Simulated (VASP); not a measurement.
In4Sb3As, 8 atoms in the cell. The structure is tetragonal, space group P-4m2 (No. 115). Conventional cell: a = 4.653 Å, b = 4.653 Å, c = 13.124 Å, α = 90.00°, β = 90.00°, γ = 90.00°. Within 3.6 Å of As (site symmetry -4m2) lie 4 In at 2.75 Å. Within 3.6 Å of In (site symmetry 2mm) lie 2 As at 2.75 Å and 2 Sb at 2.88 Å. Within 3.8 Å of In (site symmetry 2mm) lie 4 Sb at 2.88 Å. Within 3.8 Å of Sb (site symmetry 2mm) lie 4 In at 2.88 Å. Within 3.8 Å of Sb (site symmetry -4m2) lie 4 In at 2.88 Å. 

```yaml
Program: VASP 6.6.1
Task: single point
Functional: r2SCAN
Potentials_or_basis: VASP PAW PBE potentials, release 64 (As, In_d, Sb)
Cutoff: 520 eV
k_mesh: 6 × 6 × 2
Occupations: fermi-dirac, width 0.02 eV
Spin: no spin polarisation
Dipole_correction: no
Further_INCAR_settings: ALGO = Normal; EDIFF = 1e-06; NBANDS = 46
```

Potentials or basis: VASP PAW PBE potentials, release 64 (As, In_d, Sb).

Run with:

```sh
$ cat potpaw_PBE.64/As/POTCAR potpaw_PBE.64/In_d/POTCAR potpaw_PBE.64/Sb/POTCAR > POTCAR
$ cp INCAR.step1 INCAR
$ mpirun -np 1 vasp_std > vasp.out
$ cp INCAR.step2 INCAR
$ mpirun -np 1 vasp_std > vasp.out
```

Hardware: 1 thread of Intel(R) Xeon(R) 6975P-C (Granite Rapids), with other jobs on the host.

**Question.** How long does it take, and how much memory?

**Answer.** It took 7.6 min on 1 thread of Intel(R) Xeon(R) 6975P-C (Granite Rapids) (shared host), peak memory 0.51 GiB. Counts: k points 20.
